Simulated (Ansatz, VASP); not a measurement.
Two plane-wave programs on ZnCu

```xyz
2
Lattice="2.9080 0.0000 0.0000 0.0000 2.9080 0.0000 0.0000 0.0000 2.9080" Properties=species:S:1:pos:R:3 pbc="T T T"
Zn    1.4540    1.4540    1.4540
Cu    0.0000    0.0000    0.0000
```

Alike in both runs: functional PBEsol; k mesh 14 × 14 × 14; occupations gaussian, width 0.1 eV; no spin polarisation.

Ansatz relaxed the structure, and its values are those at the end. VASP's run is a single point on that final structure, the one shown.

```csv
,VASP,Ansatz
version,VASP 6.6.1,Ansatz 0.2.0
potentials or method,"VASP PAW PBE potentials, release 64 (Zn, Cu), cutoff 520 eV","scalar-relativistic, plane waves, PAW"
valence electrons in the cell,23,31
```

Ansatz gave:

```
gap on the k mesh at the Fermi level (eV) : none
pressure (GPa)                            : 0.0
```

What did VASP give for the same quantities?

gap on the k mesh at the Fermi level (eV): none; pressure (GPa): 0.7.

VASP's potentials were made for PBE, not for PBEsol. A gap of «none» marks a metal or a gap that the smearing closes. VASP's potentials hold 23 valence electrons a cell and Ansatz's 31, so a difference there can come from the potentials and not from the codes.
